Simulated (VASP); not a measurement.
# CdH2 (Fm-3m) in VASP: single point with HSE06

Aim: the single point of CdH2 with HSE06.

All numbers are computed with VASP 6.6.1; they aren't measurements. Logs are shortened: lines on timing, memory, paths and dates and some standing lists are left out, and cuts for length are marked.

### 1 The cell of the first run

Symmetry: Fm-3m, No. 225, cubic system. The conventional cell has a = 5.054 Å, b = 5.054 Å, c = 5.054 Å, α = 90.00°, β = 90.00°, γ = 90.00°. Within 2.9 Å of Cd (site symmetry m-3m) lie 8 H at 2.19 Å. H (site symmetry -43m) has 4 Cd at 2.19 Å and 6 H at 2.53 Å within 2.9 Å.

### 2 Single point, HSE06, collinear spin

POSCAR reads:

```
CdH2
1.0
    0.0000000000      2.5271675575      2.5271675575
    2.5271675575      0.0000000000      2.5271675575
    2.5271675575      2.5271675575      0.0000000000
Cd H
1 2
Direct
    0.0000000000      0.0000000000      0.0000000000
    0.2500000000      0.2500000000      0.2500000000
    0.7500000000      0.7500000000      0.7500000000
```

INCAR.step1 reads:

```
SYSTEM = CdH2
  PREC = Accurate
  ENCUT = 400
  EDIFF = 1E-5
  ISMEAR = -1
  SIGMA = 0.02
  LREAL = .False.
  LASPH = .True.
  NELM = 200
  ALGO = Normal
  ISIF = 2
  LWAVE = .True.
  ISPIN = 2
  MAGMOM = 0.667 0.667 0.667
  LORBIT = 11
  GGA = PE
  NBANDS = 18
  GGA_COMPAT = .False.
```

INCAR.step2 reads:

```
SYSTEM = CdH2
  PREC = Accurate
  ENCUT = 400
  EDIFF = 1E-6
  ISMEAR = -1
  SIGMA = 0.02
  LREAL = .False.
  LASPH = .True.
  NELM = 200
  ALGO = Normal
  ISIF = 2
  LWAVE = .False.
  LCHARG = .True.
  ISPIN = 2
  MAGMOM = 0.667 0.667 0.667
  LORBIT = 11
  GGA = PE
  LHFCALC = .True.
  HFSCREEN = 0.2079
  PRECFOCK = Normal
  LELF = .True.
  LVHAR = .True.
  ISTART = 1
  NBANDS = 18
  GGA_COMPAT = .False.
```

KPOINTS reads:

```
regular mesh
0
Gamma
  4 4 4
  0 0 0
```

Potentials or basis: VASP PAW PBE potentials, release 64 (Cd, H).

Command:

```bash
$ cat potpaw_PBE.64/Cd/POTCAR potpaw_PBE.64/H/POTCAR > POTCAR
$ cp INCAR.step1 INCAR
$ mpirun -np 1 vasp_std > vasp.out
$ cp INCAR.step2 INCAR
$ mpirun -np 1 vasp_std > vasp.out
```

OUTCAR:

```text
SYSTEM = CdH2
   PREC = Accurate
   ENCUT = 400
   EDIFF = 1E-6
   ISMEAR = -1
   LREAL = .False.
   LASPH = .True.
   NELM = 200
   ISIF = 2
   ISPIN = 2
   LORBIT = 11
   GGA = PE
   LHFCALC = .True.
   HFSCREEN = 0.2079
   PRECFOCK = Normal
   ISTART = 1

 ion  position               nearest neighbor table
   1  0.000  0.000  0.000-   3 2.19   3 2.19   3 2.19   2 2.19   3 2.19   2 2.19   2 2.19   2 2.19

   2  0.250  0.250  0.250-   1 2.19   1 2.19   1 2.19   1 2.19
   3  0.750  0.750  0.750-   1 2.19   1 2.19   1 2.19   1 2.19

  LATTYP: Found a face centered cubic cell.
 ALAT       =     5.0543351150

  Lattice vectors:

 A1 = (   0.0000000000,   2.5271675575,   2.5271675575)
 A2 = (   2.5271675575,   0.0000000000,   2.5271675575)
 A3 = (   2.5271675575,   2.5271675575,   0.0000000000)

Analysis of symmetry for initial positions (statically):
=====================================================================
 Subroutine PRICEL returns:
 Original cell was already a primitive cell.

 Routine SETGRP: Setting up the symmetry group for a
 face centered cubic supercell.

 Subroutine GETGRP returns: Found 48 space group operations
 (whereof 48 operations were pure point group operations)
 out of a pool of 48 trial point group operations.

The static configuration has the point symmetry O_h .

Analysis of symmetry for dynamics (positions and initial velocities):
=====================================================================
 Subroutine PRICEL returns:
 Original cell was already a primitive cell.

 Routine SETGRP: Setting up the symmetry group for a
 face centered cubic supercell.

 Subroutine GETGRP returns: Found 48 space group operations
 (whereof 48 operations were pure point group operations)
 out of a pool of 48 trial point group operations.

The dynamic configuration has the point symmetry O_h .

Analysis of structural, dynamic, and magnetic symmetry:
=====================================================================
 Subroutine PRICEL returns:
 Original cell was already a primitive cell.

 Routine SETGRP: Setting up the symmetry group for a
 face centered cubic supercell.

 Subroutine GETGRP returns: Found 48 space group operations
 (whereof 48 operations were pure point group operations)
 out of a pool of 48 trial point group operations.

The overall configuration has the point symmetry O_h .

 Subroutine INISYM returns: Found 48 space group operations
 (whereof 48 operations are pure point group operations),
 and found     1 'primitive' translations

----------------------------------------------------------------------------------------

                                     Primitive cell

  volume of cell :      32.2799

  direct lattice vectors                    reciprocal lattice vectors
     0.000000000  2.527167557  2.527167557    -0.197849960  0.197849960  0.197849960
     2.527167557  0.000000000  2.527167557     0.197849960 -0.197849960  0.197849960
     2.527167557  2.527167557  0.000000000     0.197849960  0.197849960 -0.197849960

  length of vectors
     3.573954634  3.573954634  3.573954634     0.342686183  0.342686183  0.342686183

  position of ions in fractional coordinates (direct lattice)
     0.000000000  0.000000000  0.000000000
     0.250000000  0.250000000  0.250000000
     0.750000000  0.750000000  0.750000000

  ion indices of the primitive-cell ions
   primitive index   ion index
                 1           1
                 2           2
                 3           3

----------------------------------------------------------------------------------------

 KPOINTS: regular mesh

Automatic generation of k-mesh.
 Grid dimensions read from file:
 generate k-points for:    4    4    4

 Generating k-lattice:

  Cartesian coordinates                     Fractional coordinates (reciprocal lattice)
    -0.049462490  0.049462490  0.049462490     0.250000000  0.000000000  0.000000000
     0.049462490 -0.049462490  0.049462490     0.000000000  0.250000000  0.000000000
     0.049462490  0.049462490 -0.049462490     0.000000000  0.000000000  0.250000000

  Length of vectors
     0.085671546  0.085671546  0.085671546

  Shift w.r.t. Gamma in fractional coordinates (k-lattice)
     0.000000000  0.000000000  0.000000000

 Subroutine IBZKPT returns following result:
 ===========================================

 Found      8 irreducible k-points:

 Following reciprocal coordinates:
            Coordinates               Weight
  0.000000  0.000000  0.000000      1.000000
  0.250000  0.000000  0.000000      8.000000
  0.500000  0.000000  0.000000      4.000000
  0.250000  0.250000  0.000000      6.000000
  0.500000  0.250000  0.000000     24.000000
 -0.250000  0.250000  0.000000     12.000000
  0.500000  0.500000  0.000000      3.000000
 -0.250000  0.500000  0.250000      6.000000
   k-points           NKPTS =      8   k-points in BZ     NKDIM =     64   number of bands    NBANDS=     18
   number of dos      NEDOS =    301   number of ions     NIONS =      3
   total plane-waves  NPLWV =  13824
   dimension x,y,z NGX =    24 NGY =   24 NGZ =   24
   dimension x,y,z NGXF=    48 NGYF=   48 NGZF=   48
   ions per type =               1   2
   NGX,Y,Z   is equivalent  to a cutoff of  11.16, 11.16, 11.16 a.u.
   NGXF,Y,Z  is equivalent  to a cutoff of  22.33, 22.33, 22.33 a.u.
 SYSTEM =  CdH2
   PREC   = accura    normal or accurate (medium, high low for compatibility)
   ISTART =      1    job   : 0-new  1-cont  2-samecut
   ICHARG =      0    charge: 1-file 2-atom 10-const
   ISPIN  =      2    spin polarized calculation?
   LNONCOLLINEAR =      F non collinear calculations
   LSORBIT =      F    spin-orbit coupling
   LASPH  =      T    aspherical Exc in radial PAW
   ENCUT  =  400.0 eV  29.40 Ry    5.42 a.u.   5.83  5.83  5.83*2*pi/ulx,y,z
   NELM   =    200;   NELMIN=  2; NELMDL=  0     # of ELM steps
   EDIFF  = 0.1E-05   stopping-criterion for ELM
   LREAL  =      F    real-space projection
   EDIFFG = 0.1E-04   stopping-criterion for IOM
   NSW    =      0    number of steps for IOM
   IBRION =     -1    ionic relax: 0-MD 1-quasi-New 2-CG
   NFREE  =      0    steps in history (QN), initial steepest desc. (CG)
   ISIF   =      2    stress and relaxation
   ISYM   =      3    0-nonsym 1-usesym 2-fastsym
   POTIM  = 0.5000    time-step for ionic-motion
   TEBEG  =    0.0;   TEEND  =   0.0 temperature during run
   PSTRESS=    0.0 pullay stress
   NELECT =      14.0000    total number of electrons
   NUPDOWN=      -1.0000    fix difference up-down
   EMIN   =  10.00;   EMAX   =-10.00  energy-range for DOS
   EFERMI =   0.00;   METHOD = LEGACY
   ISMEAR =    -1;   SIGMA  =   0.02  broadening in eV -4-tet -1-fermi 0-gaus
   EFERMI_NEDOS =   21; number of points for ismear=-14 and -15
   IALGO  =     38    algorithm
   IMIX   =      1    mixing-type and parameters
     AMIX     =   0.40;   BMIX     =  1.00
     AMIX_MAG =   1.60;   BMIX_MAG =  1.00
  volume/ion in A,a.u.               =      10.76        72.61
  Fermi-wavevector in a.u.,A,eV,Ry     =   1.239196  2.341742 20.893211  1.535608
  Thomas-Fermi vector in A             =   2.373690
   LORBIT       =     11    0 simple, 1 ext, 2 COOP (PROOUT), +10 PAW based schemes
   GGA     = PE    functional components
   LHFCALC =     T    Hartree Fock is set to
   PRECFOCK=normal    Normal, Fast or Accurate (Low or Medium for compatibility)
   ENCUT4O =  -1.0   cutoff for four orbital integrals eV
   NKREDX  =     1    reduce k-point grid by
   NKREDY  =     1    reduce k-point grid by
   NKREDZ  =     1    reduce k-point grid by
   AEXX    =    0.2500 exact exchange contribution
   HFSCREEN=    0.2079 screening length (either q_TF or 0.3 A-1)
   HFSCREENC=   0.2079 screening length for correlation (either q_TF or 0.3 A-1)
   ENCUTFOCK=  -1.0 apply spherical cutoff to Coloumb kernel
   IVDW    =     0    specifies the selected vdW correction
   LEPSILON=     F    determine dielectric tensor
   LRPA    =     F    only Hartree local field effects (RPA)
 spin polarized calculation
  energy-cutoff  :      400.00
  volume of cell :       32.28
 maximum number of plane-waves:       604
  NGX = 18; NGY = 18; NGZ = 18

 number of electron      13.9999994 magnetization       0.0027850

 number of electron      13.9999994 magnetization      -0.0938076

 Free energy of the ion-electron system (eV)
  ---------------------------------------------------
  ext. energy  EPLUGINS =         0.00000000
  ---------------------------------------------------
  free energy    TOTEN  =        -7.03486115 eV

  energy without entropy =       -7.03366728  energy(sigma->0) =       -7.03426421

 E-fermi :   1.3838     XC(G=0):  -8.3241

 val. band max:        1.3698990484   @ k =  -0.2500   0.5000   0.2500
 cond. band min:       1.6312575153   @ k =  -0.2500   0.5000   0.2500
 fundamental gap:      0.2613584669
 Fermi energy:         1.3837626131

 spin component 1

 k-point     1 :       0.0000    0.0000    0.0000
  band No.  band energies     occupation
      1      -9.3443      1.00000
      2      -8.9499      1.00000
      3      -8.9499      1.00000
      4      -8.9499      1.00000
      5      -8.6743      1.00000
      6      -8.6743      1.00000
[... 144 lines left out ...]
      4      -8.6299      1.00000
      5      -8.5061      1.00000
      6      -2.1391      1.00000
[... 10 lines left out ...]
     17      26.9938      0.00000
     18      27.7716      0.00000
 Fermi energy:         1.3837626131

 spin component 2

 k-point     1 :       0.0000    0.0000    0.0000
  band No.  band energies     occupation
      1      -9.4610      1.00000
      2      -8.9641      1.00000
      3      -8.9641      1.00000
      4      -8.9641      1.00000
      5      -8.6560      1.00000
      6      -8.6560      1.00000
[... 145 lines left out ...]
      5      -8.5245      1.00000
      6      -2.5244      1.00000
[... 10 lines left out ...]
     17      26.8449      0.00000
     18      27.8451      0.00000

------------------------ aborting loop because EDIFF is reached ----------------------------------------

  FORCE on cell =-STRESS in cart. coord.  units (eV):
  Direction    XX          YY          ZZ          XY          YZ          ZX
  --------------------------------------------------------------------------------------
  -------------------------------------------------------------------------------------
  Total       -0.0640707     -0.0640707     -0.0640707     -0.0000000      0.0000000     -0.0000000
  in kB       -3.1800809     -3.1800809     -3.1800809     -0.0000000      0.0000000     -0.0000000
  external PRESSURE =      -3.1800809 kB  Pullay stress =       0.0000000 kB

 VOLUME and BASIS-vectors are now :
 -----------------------------------------------------------------------------
  energy-cutoff  :      400.00
  volume of cell :       32.28
      direct lattice vectors                 reciprocal lattice vectors
     0.000000000  2.527167557  2.527167557    -0.197849960  0.197849960  0.197849960
     2.527167557  0.000000000  2.527167557     0.197849960 -0.197849960  0.197849960
     2.527167557  2.527167557  0.000000000     0.197849960  0.197849960 -0.197849960

 POSITION                                       TOTAL-FORCE (eV/Angst)
 -----------------------------------------------------------------------------------
      0.00000      0.00000      0.00000         0.000000      0.000000      0.000000
      1.26358      1.26358      1.26358         0.000000      0.000000      0.000000
      3.79075      3.79075      3.79075        -0.000000     -0.000000     -0.000000
 -----------------------------------------------------------------------------------
    total drift:                               -0.000027     -0.000011     -0.000011

  FREE ENERGIE OF THE ION-ELECTRON SYSTEM (eV)
  ---------------------------------------------------
  free  energy   TOTEN  =        -7.0348611507 eV

  energy  without entropy=       -7.0336672757  energy(sigma->0) =       -7.03426421

 total charge

# of ion       s       p       d       tot
------------------------------------------
    1        0.380   0.258   9.603  10.241
    2        0.503   0.007   0.000   0.510
    3        0.503   0.007   0.000   0.510
--------------------------------------------------
tot          1.387   0.271   9.603  11.261

 magnetization (x)

# of ion       s       p       d       tot
------------------------------------------
    1        0.049   0.009  -0.021   0.037
    2       -0.051   0.001   0.000  -0.050
    3       -0.051   0.001   0.000  -0.050
--------------------------------------------------
tot         -0.053   0.010  -0.021  -0.063
```

Run time: 17 min. Hardware: 1 thread of AMD EPYC 7R43 (Zen 3), shared host; peak memory 0.21 GiB.

Results:

| Quantity | Value |
| --- | --- |
| Free energy | -7.0349 eV |
| Pressure | -0.3 GPa |
| Net moment | -0.09 μB per cell |
| Site moments | Cd +0.04; H -0.05 μB |
| Valence electrons inside the program's atomic spheres | Cd 10.24; H 0.51 |

Levels at points of the mesh, in eV from the Fermi level:
Spin up:
```tsv
k point	band 5	band 6	band 7	band 8	band 9	band 10
(0.00, 0.00, 0.00)	-10.06	-10.06	0.78	11.55	11.55	11.55
(0.50, 0.00, 0.00)	-9.91	-5.68	-4.96	6.64	6.85	8.88
(0.50, 0.50, 0.00)	-9.89	-5.86	-0.47	0.25	4.69	4.69
```
Spin down:
| k point | band 5 | band 6 | band 7 | band 8 | band 9 | band 10 |
| --- | --- | --- | --- | --- | --- | --- |
| (0.00, 0.00, 0.00) | -10.04 | -10.04 | -0.19 | 11.69 | 11.70 | 11.70 |
| (0.50, 0.00, 0.00) | -9.91 | -5.98 | -5.11 | 6.36 | 6.66 | 8.98 |
| (0.50, 0.50, 0.00) | -9.87 | -6.20 | -0.48 | -0.26 | 4.80 | 4.80 |

Caveat: the k points lie up to 0.54 Å⁻¹ apart; the PAW data sets were made with another functional, which shifts forces and pressure a little.
